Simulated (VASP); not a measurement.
Wanted: the native input for a VASP 6.6.1 run.

```yaml
Task: single point
Functional: PBE
Potentials_or_basis: VASP PAW PBE potentials, release 64 (Y_sv, F)
Cutoff: 520 eV
k_mesh: 6 × 6 × 6
Occupations: gaussian, width 0.1 eV
Spin: no spin polarisation
Dipole_correction: no
Further_INCAR_settings: ALGO = Normal; EDIFF = 1e-07; NBANDS = 42
```

The structure of Y4F3 lies in POSCAR:

```
Y4F3
1.0
    5.5864876828      0.0000000000      0.0000000000
    0.0000000000      5.5864876828      0.0000000000
    0.0000000000      0.0000000000      5.4996456491
Y F
4 3
Direct
    0.2526217109      0.2526217109      0.2483679169
    0.7473782891      0.7473782891      0.2483679169
    0.7473782891      0.2526217109      0.7516320831
    0.2526217109      0.7473782891      0.7516320831
    0.0000000000      0.0000000000      0.0000000000
    0.0000000000      0.0000000000      0.5000000000
    0.5000000000      0.5000000000      0.0000000000
```

One way to write it, as run:

INCAR

```
PREC = Accurate
ENCUT = 520
EDIFF = 1E-7
ISMEAR = 0
SIGMA = 0.1
LREAL = F
LASPH = T
NELM = 60
ALGO = Normal
ISIF = 2
LWAVE = F
LCHARG = F
GGA = PE
NBANDS = 42
```

KPOINTS

```
regular mesh
0
Gamma
  6 6 6
```

Potentials or basis: VASP PAW PBE potentials, release 64 (Y_sv, F).

The run is started by

```bash
$ cat potpaw_PBE.64/Y_sv/POTCAR potpaw_PBE.64/F/POTCAR > POTCAR
$ mpirun -np 1 vasp_std > vasp.out
```

Results of the run:

```
Pressure               : -5.1 GPa
Largest force          : 0.008 eV/Å
Band gap on the k mesh : zero (an odd number of electrons rules out a gap without spin polarisation)
```

Caveat: the cell stands under tension; an odd number of electrons without spin polarisation forces a metal; a magnetic or distorted state may lie lower.

Wall time 3.9 min on 1 thread of AMD EPYC 9R45 96-Core Processor (Zen 5), on a shared host, peak memory 0.36 GiB.
